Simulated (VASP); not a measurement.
A run of VASP 6.6.1 is set up as follows.

Contents of INCAR:

```
SYSTEM = NiSb
PREC = Accurate ; ENCUT = 520
EDIFF = 1E-6 ; ISMEAR = -1
SIGMA = 0.1 ; LREAL = .False.
LASPH = .True. ; NELM = 80
ALGO = Normal ; ISIF = 2
LWAVE = .False. ; LCHARG = .False.
GGA = PE ; IBRION = 2
NSW = 30 ; EDIFFG = -0.01
```

The input KPOINTS:

```
regular mesh
0
Gamma
  2 2 2
  0 0 0
```

The input POSCAR:

```
NiSb
1.0
    3.9399999606      0.0000000000      0.0000000000
   -1.9699999803      3.4121400568      0.0000000000
    0.0000000000      0.0000000000      5.1400000000
Ni Sb
2 2
Direct
    0.0000000000      0.0000000000      0.0000000000
    0.0000000000      0.0000000000      0.5000000000
    0.3333333333      0.6666666667      0.2500000000
    0.6666666667      0.3333333333      0.7500000000
```

Potentials or basis: VASP PAW PBE potentials, release 64 (Ni, Sb).

The run is started by

```console
$ cat potpaw_PBE.64/Ni/POTCAR potpaw_PBE.64/Sb/POTCAR > POTCAR
$ mpirun -np 1 vasp_std > vasp.out
```

Problem. What does it give for the band gap on the k mesh?

Solution. Zero (bands 15 and 16 overlap by 2.42 eV).

Stress tensor (GPa, compression positive):
```
3.59 0.00 0.00
0.00 3.59 0.00
0.00 0.00 8.13
```

Caveat: the k points lie up to 0.92 Å⁻¹ apart, too coarse for converged energies and pressures of a metal; the relaxation stopped at its first step, so nothing moved; spin-orbit coupling is left out, which moves the levels of the heavy elements. Spin polarisation is off, so any magnetic state and its effect on volume and gap are missing.
